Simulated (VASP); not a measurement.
# Bi (R-3m) in VASP: a series of runs

The runs below take Bi through relaxation of shape and atoms at fixed volume, relaxation of cell and atoms, with PBE+D3(BJ).

All numbers are computed with VASP 6.6.1; they aren't measurements. Logs are shortened: lines on timing, memory, paths and dates and some standing lists are left out, and cuts for length are marked.

## Step 1: The cell of the first run

Symmetry: R-3m, No. 166, trigonal system. The conventional cell has a = 4.489 Å, b = 4.489 Å, c = 11.528 Å, α = 90.00°, β = 90.00°, γ = 120.00°. Within 4.0 Å of Bi (site symmetry 3m) lie 6 Bi at 3.06 to 3.41 Å.

## Step 2: Relaxation of shape and atoms at fixed volume, PBE+D3(BJ) (33.53 Å³/atom)

Contents of INCAR:

```
PREC = Accurate ; ENCUT = 600
EDIFF = 1E-6 ; ISMEAR = 0
SIGMA = 0.1 ; LREAL = F
LASPH = T ; NELM = 80
ALGO = Fast ; ISIF = 4
LWAVE = F ; LCHARG = F
GGA = PE ; IVDW = 12
IBRION = 2 ; NSW = 50
EDIFFG = -0.01
```

Contents of KPOINTS:

```
regular mesh
0
Gamma
  12 12 12
```

Contents of POSCAR:

```
Bi
1.0
    2.2444387456      1.2958273139      3.8425201866
   -2.2444387456      1.2958273139      3.8425201866
    0.0000000000     -2.5916546279      3.8425201866
Bi
2
Direct
    0.2371283434      0.2371283434      0.2371283434
    0.7628716566      0.7628716566      0.7628716566
```

Potentials or basis: VASP PAW PBE potentials, release 64 (Bi_d).

The run is started by

```
$ cat potpaw_PBE.64/Bi_d/POTCAR > POTCAR
$ mpirun -np 1 vasp_std > vasp.out
```

OUTCAR:

```text
PREC = Accurate
   ENCUT = 600
   EDIFF = 1E-6
   ISMEAR = 0
   LREAL = F
   LASPH = T
   NELM = 80
   ISIF = 4
   GGA = PE
   IVDW = 12
   IBRION = 2
   NSW = 50
   EDIFFG = -0.01
 IVDW          = 12

 ion  position               nearest neighbor table
   1  0.237  0.237  0.237-   2 3.06   2 3.06   2 3.06   2 3.41   2 3.41   2 3.41
   2  0.763  0.763  0.763-   1 3.06   1 3.06   1 3.06   1 3.41   1 3.41   1 3.41

  LATTYP: Found a trigonal (rhomboedric) cell.
 ALAT       =     4.6348284860
 COS(alpha) =     0.5309942413

  Lattice vectors:

 A1 = (   2.2444387456,   1.2958273139,   3.8425201866)
 A2 = (  -2.2444387456,   1.2958273139,   3.8425201866)
 A3 = (   0.0000000000,  -2.5916546279,   3.8425201866)

Analysis of symmetry for initial positions (statically):
=====================================================================
 Subroutine PRICEL returns:
 Original cell was already a primitive cell.

 Routine SETGRP: Setting up the symmetry group for a
 trigonal (rhombohedral) supercell.

 Subroutine GETGRP returns: Found 12 space group operations
 (whereof 12 operations were pure point group operations)
 out of a pool of 12 trial point group operations.

The static configuration has the point symmetry D_3d.

Analysis of symmetry for dynamics (positions and initial velocities):
=====================================================================
 Subroutine PRICEL returns:
 Original cell was already a primitive cell.

 Routine SETGRP: Setting up the symmetry group for a
 trigonal (rhombohedral) supercell.

 Subroutine GETGRP returns: Found 12 space group operations
 (whereof 12 operations were pure point group operations)
 out of a pool of 12 trial point group operations.

The dynamic configuration has the point symmetry D_3d.

 Subroutine INISYM returns: Found 12 space group operations
 (whereof 12 operations are pure point group operations),
 and found     1 'primitive' translations

----------------------------------------------------------------------------------------

                                     Primitive cell

  volume of cell :      67.0536

  direct lattice vectors                    reciprocal lattice vectors
     2.244438746  1.295827314  3.842520187     0.222772843  0.128617961  0.086748623
    -2.244438746  1.295827314  3.842520187    -0.222772843  0.128617961  0.086748623
     0.000000000 -2.591654628  3.842520187     0.000000000 -0.257235922  0.086748623

  length of vectors
     4.634828486  4.634828486  4.634828486     0.271469414  0.271469414  0.271469414

  position of ions in fractional coordinates (direct lattice)
     0.237128343  0.237128343  0.237128343
     0.762871657  0.762871657  0.762871657

  ion indices of the primitive-cell ions
   primitive index   ion index
                 1           1
                 2           2

----------------------------------------------------------------------------------------

 KPOINTS: regular mesh

Automatic generation of k-mesh.
 Grid dimensions read from file:
 generate k-points for:   12   12   12

 Generating k-lattice:

  Cartesian coordinates                     Fractional coordinates (reciprocal lattice)
     0.018564404  0.010718163  0.007229052     0.083333333  0.000000000 -0.000000000
    -0.018564404  0.010718163  0.007229052     0.000000000  0.083333333 -0.000000000
     0.000000000 -0.021436327  0.007229052     0.000000000  0.000000000  0.083333333

  Length of vectors
     0.022622451  0.022622451  0.022622451

  Shift w.r.t. Gamma in fractional coordinates (k-lattice)
     0.000000000  0.000000000  0.000000000

 Subroutine IBZKPT returns following result:
 ===========================================

 Found    189 irreducible k-points:

 Following reciprocal coordinates:
            Coordinates               Weight
  0.000000  0.000000  0.000000      1.000000
  0.083333  0.000000  0.000000      6.000000
  0.166667  0.000000 -0.000000      6.000000
  0.250000  0.000000  0.000000      6.000000
  0.333333  0.000000 -0.000000      6.000000
  0.416667  0.000000  0.000000      6.000000
[... 16 lines left out ...]
  0.500000  0.166667  0.000000     12.000000
 -0.416667  0.166667 -0.000000     12.000000
 [... further k-points ...]
   k-points           NKPTS =    189   k-points in BZ     NKDIM =    189   number of bands    NBANDS=     19
   number of dos      NEDOS =    301   number of ions     NIONS =      2
   total plane-waves  NPLWV =  64000
   dimension x,y,z NGX =    40 NGY =   40 NGZ =   40
   dimension x,y,z NGXF=    80 NGYF=   80 NGZF=   80
   ions per type =               2
   NGX,Y,Z   is equivalent  to a cutoff of  14.35, 14.35, 14.35 a.u.
   NGXF,Y,Z  is equivalent  to a cutoff of  28.70, 28.70, 28.70 a.u.
 SYSTEM =  unknown system
   PREC   = accura    normal or accurate (medium, high low for compatibility)
   ISTART =      0    job   : 0-new  1-cont  2-samecut
   ICHARG =      2    charge: 1-file 2-atom 10-const
   ISPIN  =      1    spin polarized calculation?
   LNONCOLLINEAR =      F non collinear calculations
   LSORBIT =      F    spin-orbit coupling
   LASPH  =      T    aspherical Exc in radial PAW
   ENCUT  =  600.0 eV  44.10 Ry    6.64 a.u.   9.26  9.26  9.26*2*pi/ulx,y,z
   NELM   =     80;   NELMIN=  2; NELMDL= -5     # of ELM steps
   EDIFF  = 0.1E-05   stopping-criterion for ELM
   LREAL  =      F    real-space projection
   EDIFFG = -.1E-01   stopping-criterion for IOM
   NSW    =     50    number of steps for IOM
   IBRION =      2    ionic relax: 0-MD 1-quasi-New 2-CG
   NFREE  =      1    steps in history (QN), initial steepest desc. (CG)
   ISIF   =      4    stress and relaxation
   ISYM   =      2    0-nonsym 1-usesym 2-fastsym
   POTIM  = 0.5000    time-step for ionic-motion
   TEBEG  =    0.0;   TEEND  =   0.0 temperature during run
   PSTRESS=    0.0 pullay stress
   NELECT =      30.0000    total number of electrons
   NUPDOWN=      -1.0000    fix difference up-down
   EMIN   =  10.00;   EMAX   =-10.00  energy-range for DOS
   EFERMI =   0.00;   METHOD = LEGACY
   ISMEAR =     0;   SIGMA  =   0.10  broadening in eV -4-tet -1-fermi 0-gaus
   EFERMI_NEDOS =   21; number of points for ismear=-14 and -15
   IALGO  =     68    algorithm
   IMIX   =      4    mixing-type and parameters
     AMIX     =   0.40;   BMIX     =  1.00
     AMIX_MAG =   1.60;   BMIX_MAG =  1.00
  volume/ion in A,a.u.               =      33.53       226.25
  Fermi-wavevector in a.u.,A,eV,Ry     =   1.252106  2.366138 21.330803  1.567770
  Thomas-Fermi vector in A             =   2.386022
   LORBIT       =      0    0 simple, 1 ext, 2 COOP (PROOUT), +10 PAW based schemes
   GGA     = PE    functional components
   LHFCALC =     F    Hartree Fock is set to
   AEXX    =    0.0000 exact exchange contribution
   IVDW    =    12    specifies the selected vdW correction
   LEPSILON=     F    determine dielectric tensor
   LRPA    =     F    only Hartree local field effects (RPA)
 conjugate gradient relaxation of ions
 non-spin polarized calculation
 RMM-DIIS sequential band-by-band and
 Gauss-broadening in eV      SIGMA  =   0.10
  energy-cutoff  :      600.00
  volume of cell :       67.05
 maximum number of plane-waves:      2258
 NGX is ok and might be reduce to    40
   NGX = 19   NGY = 19   NGZ = 19

--------------------------------------- Ionic step        1  -------------------------------------------

 number of electron      29.9999997 magnetization

 Free energy of the ion-electron system (eV)
  ---------------------------------------------------
  ext. energy  EPLUGINS =         0.00000000
  ---------------------------------------------------
  free energy    TOTEN  =        -7.70584395 eV

  energy without entropy =       -7.70471223  energy(sigma->0) =       -7.70527809

------------------------ aborting loop because EDIFF is reached ----------------------------------------

 Edisp (eV)   -0.95325

 E8    (eV) :    -0.4735

  FORCE on cell =-STRESS in cart. coord.  units (eV):
  Direction    XX          YY          ZZ          XY          YZ          ZX
  --------------------------------------------------------------------------------------
  -------------------------------------------------------------------------------------
  Total       0.70977     0.70977     0.64559     0.00000    -0.00000     0.00000
  in kB      16.95925    16.95925    15.42571     0.00000    -0.00000     0.00000
  external pressure =       16.45 kB  Pullay stress =        0.00 kB
[... 97 lines left out ...]
  FREE ENERGIE OF THE ION-ELECTRON SYSTEM (eV)
  ---------------------------------------------------
  free  energy   TOTEN  =        -8.6611806658 eV

  energy  without entropy=       -8.6599955742  energy(sigma->0) =       -8.66058812

[... ionic steps 4 to 7 ...]

--------------------------------------- Ionic step        8  -------------------------------------------

 number of electron      30.0000000 magnetization

------------------------ aborting loop because EDIFF is reached ----------------------------------------

 Edisp (eV)   -0.95319

 E8    (eV) :    -0.4735
[... 69 lines left out ...]
  energy  without entropy=       -8.6602758326  energy(sigma->0) =       -8.66088133

--------------------------------------- Ionic step       10  -------------------------------------------

 number of electron      30.0000001 magnetization

 Free energy of the ion-electron system (eV)
  ---------------------------------------------------
  ext. energy  EPLUGINS =         0.00000000
  ---------------------------------------------------
  free energy    TOTEN  =        -7.70831012 eV

  energy without entropy =       -7.70710294  energy(sigma->0) =       -7.70770653

 E-fermi :   6.9059     XC(G=0):  -9.7734

 val. band max:        6.8878282888   @ k =   0.4167   0.0833   0.0833
 cond. band min:       6.9969245258   @ k =   0.4167   0.0000   0.0000
 fundamental gap:      0.1090962370
 Fermi energy:         6.9059058170

 k-point     1 :       0.0000    0.0000    0.0000
  band No.  band energies     occupation
      1     -16.1055      2.00000
      2     -16.1055      2.00000
      3     -15.9406      2.00000
      4     -15.9406      2.00000
      5     -15.9323      2.00000
      6     -15.7368      2.00000
[... 11 lines left out ...]
     18      10.0256      0.00000
     19      12.3641      0.00000
[... 489 lines left out ...]
      3     -15.8829      2.00000
      4     -15.8650      2.00000
      5     -15.8500      2.00000
      6     -15.8326      2.00000
[... 11 lines left out ...]
     18      10.2378      0.00000
     19      13.8270      0.00000

 [... further k-points ...]

------------------------ aborting loop because EDIFF is reached ----------------------------------------

 Edisp (eV)   -0.95321

 E8    (eV) :    -0.4735

  FORCE on cell =-STRESS in cart. coord.  units (eV):
  Direction    XX          YY          ZZ          XY          YZ          ZX
  --------------------------------------------------------------------------------------
  -------------------------------------------------------------------------------------
  Total       0.53079     0.53079     0.52883     0.00000    -0.00000     0.00000
  in kB      12.68269    12.68269    12.63584     0.00000    -0.00000     0.00000
  external pressure =       12.67 kB  Pullay stress =        0.00 kB
[... 17 lines left out ...]
  FREE ENERGIE OF THE ION-ELECTRON SYSTEM (eV)
  ---------------------------------------------------
  free  energy   TOTEN  =        -8.6615200248 eV

  energy  without entropy=       -8.6603128525  energy(sigma->0) =       -8.66091644

 reached required accuracy - stopping structural energy minimisation
```

It took 23 min on 1 thread of Oxide Virtual Turin-like, shared host; peak memory 0.39 GiB.

Results:

```yaml
Free_energy: -8.6615 eV
Energy_gained_by_relaxing: 1.2 meV/atom
Ionic_steps: 10
Pressure_after_relaxing: 1.3 GPa
Largest_force_after_relaxing: 0.007 eV/Å
Band_gap_on_the_k_mesh: zero (bands 15 and 16 overlap by 0.22 eV)
Dispersion_energy_per_atom: -0.477 eV
```

Forces in eV/Å, atoms in the order of the input:
```
Bi   0.000  0.000 -0.007
Bi   0.000  0.000  0.007
```

The path:
| step | energy change (eV) | largest force (eV/Å) | pressure (GPa) | volume (Å³) |
| --- | --- | --- | --- | --- |
| 1 | 0.0000 | 0.1271 | 1.64 | 67.05 |
| 2 | -0.0013 | 0.0744 | 1.52 | 67.05 |
| 3 | -0.0021 | 0.0277 | 1.40 | 67.05 |
| 4 | -0.0020 | 0.0570 | 1.17 | 67.05 |
| 5 | -0.0023 | 0.0020 | 1.29 | 67.05 |
| 6 | -0.0023 | 0.0181 | 1.29 | 67.05 |
| 7 | -0.0023 | 0.0011 | 1.30 | 67.05 |
| 8 | -0.0023 | 0.0153 | 1.29 | 67.05 |
| 9 | -0.0024 | 0.0091 | 1.28 | 67.05 |
| 10 | -0.0024 | 0.0067 | 1.27 | 67.05 |

Final structure:
```yaml
crystal:
  lattice:
    - [2.25188, 1.30012, 3.81718]
    - [-2.25188, 1.30012, 3.81718]
    - [0.00000, -2.60024, 3.81718]
  atoms:
    - { symbol: Bi, position: [0.23874, 0.23874, 0.23874] }
    - { symbol: Bi, position: [0.76126, 0.76126, 0.76126] }
```

Caveat: spin-orbit coupling is left out, which moves the levels of the heavy elements.

## Step 3: Relaxation of cell and atoms, PBE+D3(BJ)

This run uses another cell than the first one, of 35.07 Å³/atom.

Contents of INCAR:

```
PREC = Accurate
ENCUT = 600
EDIFF = 1E-7
ISMEAR = 0
SIGMA = 0.1
LREAL = F
LASPH = T
NELM = 60
ALGO = Fast
ISIF = 3
LWAVE = F
LCHARG = F
GGA = PE
IVDW = 12
IBRION = 2
NSW = 100
EDIFFG = -0.005
```

Contents of KPOINTS:

```
Automatic mesh
0
Gamma
  12 12 12
```

Contents of POSCAR:

```
Bi
1.0
    2.2675000000      1.3091417354      3.9380000000
   -2.2675000000      1.3091417354      3.9380000000
    0.0000000000     -2.6182834708      3.9380000000
Bi
2
Direct
    0.2340000000      0.2340000000      0.2340000000
    0.7660000000      0.7660000000      0.7660000000
```

Potentials or basis: VASP PAW PBE potentials, release 64 (Bi_d).

The run is started by

```
$ cat potpaw_PBE.64/Bi_d/POTCAR > POTCAR
$ mpirun -np 1 vasp_std > vasp.out
```

Run time: 65 min. Hardware: 1 thread of Oxide Virtual Turin-like, shared host; peak memory 0.41 GiB.

Results (log left out):

| Property | Result |
| --- | --- |
| Free energy | -8.6699 eV |
| Relaxed volume | 34.56 Å³/atom |
| Relaxed cell | a = 4.683 Å, b = 4.683 Å, c = 4.683 Å, α = 57.89°, β = 57.89°, γ = 57.89° |
| Space group after relaxing (to 0.1 Å) | R-3m (No. 166) |
| Energy gained by relaxing | 4.1 meV/atom |
| Ionic steps | 12 |
| Pressure after relaxing | 0.0 GPa |
| Band gap on the k mesh | zero (bands 15 and 16 overlap by 0.20 eV) |
| Dispersion energy per atom | -0.462 eV |

Forces in eV/Å, atoms in the order of the input:
```
Bi   0.000  0.000  0.003
Bi   0.000  0.000 -0.003
```

Step by step:
```tsv
step	energy change (eV)	largest force (eV/Å)	pressure (GPa)	volume (Å³)
1	0.0000	0.2295	0.06	70.14
2	-0.0038	0.1224	-0.25	70.28
3	-0.0050	0.0214	-0.56	70.42
4	-0.0072	0.0093	-0.15	69.61
5	-0.0074	0.0042	-0.01	69.33
6	-0.0074	0.0030	0.02	69.26
7	-0.0077	0.0029	0.02	69.22
8	-0.0080	0.0048	0.02	69.14
9	-0.0081	0.0049	0.03	69.09
10	-0.0081	0.0053	0.03	69.09
11	-0.0081	0.0014	-0.02	69.17
12	-0.0081	0.0025	-0.01	69.13
```

Final structure:
```
Bi
1.0
     2.26681    1.30874    3.88370
    -2.26681    1.30874    3.88370
     0.00000   -2.61748    3.88370
Bi
2
Direct
  0.23717 0.23717 0.23717
  0.76283 0.76283 0.76283
```

Levels at points of the mesh, in eV from the Fermi level:
```csv
k point,band 12,band 13,band 14,band 15,band 16,band 17,band 18,band 19
"(0.00, 0.00, 0.00)",-7.41,-1.50,-1.24,-1.24,2.76,3.05,3.05,5.52
"(0.50, 0.00, 0.00)",-10.62,-1.13,-1.00,-0.26,-0.25,0.38,0.78,7.73
"(0.50, 0.50, 0.00)",-9.41,-4.83,-3.10,-2.97,2.48,5.03,5.37,6.95
"(0.50, 0.50, 0.50)",-10.14,-0.80,-0.52,-0.52,0.52,0.52,0.56,7.30
```

Caveat: spin-orbit coupling is left out, which moves the levels of the heavy elements.
